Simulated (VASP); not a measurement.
Si3N4, 14 atoms in the cell. It takes space group P6_3/m (No. 176, hexagonal). Conventional cell: a = 7.664 Å, b = 7.664 Å, c = 2.926 Å, α = 90.00°, β = 90.00°, γ = 120.00°. Si (site symmetry m) has 4 N at 1.74 to 1.75 Å within 2.3 Å. Within 2.3 Å of N (site symmetry m) lie 3 Si at 1.75 Å. N (site symmetry -6) has 3 Si at 1.74 Å within 2.3 Å. 

| Item | Value |
| --- | --- |
| Program | VASP 6.6.1 |
| Task | relaxation of cell and atoms |
| Functional | PBEsol |
| Potentials or basis | VASP PAW PBE potentials, release 64 (Si, N) |
| Cutoff | 600 eV |
| k mesh | 6 × 6 × 8 |
| Occupations | gaussian, width 0.02 eV |
| Spin | no spin polarisation |
| Dipole correction | no |
| Further INCAR settings | ALGO = Normal; EDIFF = 1e-06; IBRION = 2; EDIFFG = -0.005; NSW = 70; ISIF = 3 |

Potentials or basis: VASP PAW PBE potentials, release 64 (Si, N).

The run is started by

```bash
$ cat potpaw_PBE.64/Si/POTCAR potpaw_PBE.64/N/POTCAR > POTCAR
$ mpirun -np 1 vasp_std > vasp.out
```

Hardware: 1 thread of AMD EPYC 9R45 96-Core Processor (Zen 5) (shared host).

Task: How long does it take, and how much memory?

Result: Wall time 21 min on 1 thread of AMD EPYC 9R45 96-Core Processor (Zen 5), on a shared host, peak memory 0.41 GiB. Counts: scf iterations 86, k points 40, ion steps 15.
